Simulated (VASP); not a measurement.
A run of VASP 6.6.1 is set up as follows.

The input INCAR:

```
SYSTEM = PbS
ALGO     = Normal         ! electronic algorithm
EDIFF    = 1E-6           ! SCF threshold, eV
ENCUT    = 520            ! plane-wave cutoff, eV
ISIF     = 2              ! what is computed and relaxed
ISMEAR   = 0              ! smearing method
LASPH    = .TRUE.         ! aspherical terms in the spheres
LCHARG   = .FALSE.        ! write CHGCAR
LREAL    = .FALSE.        ! projectors in reciprocal space
LWAVE    = .FALSE.        ! write WAVECAR
NBANDS   = 17             ! bands
NELM     = 60             ! most SCF steps
PREC     = Accurate       ! precision mode
SIGMA    = 0.03           ! smearing width, eV
```

File KPOINTS:

```
k-points
0
G
  10 10 10
  0 0 0
```

File POSCAR:

```
PbS
1.0
    0.0000000000      2.9650000000      2.9650000000
    2.9650000000      0.0000000000      2.9650000000
    2.9650000000      2.9650000000      0.0000000000
Pb S
1 1
Direct
    0.0000000000      0.0000000000      0.0000000000
    0.5210792580      0.5210792580      0.4789207420
```

Potentials or basis: VASP PAW LDA potentials, release 64 (Pb_d, S).

The run is started by

```console
$ cat potpaw_LDA.64/Pb_d/POTCAR potpaw_LDA.64/S/POTCAR > POTCAR
$ mpirun -np 1 vasp_std > vasp.out
```

(1) Estimate the pressure.

(2) What does it give for the band gap on the k mesh?

(3) Estimate the largest force.

Results:

(1) -2.3 GPa.

(2) 0.42 eV, direct.

(3) 0.050 eV/Å.

Caveat: the cell differs from its parent crystal (all S atoms moved +0.125 Å, as atom 2 along Cartesian [0 0 1]); spin-orbit coupling is left out, which moves the levels of the heavy elements.
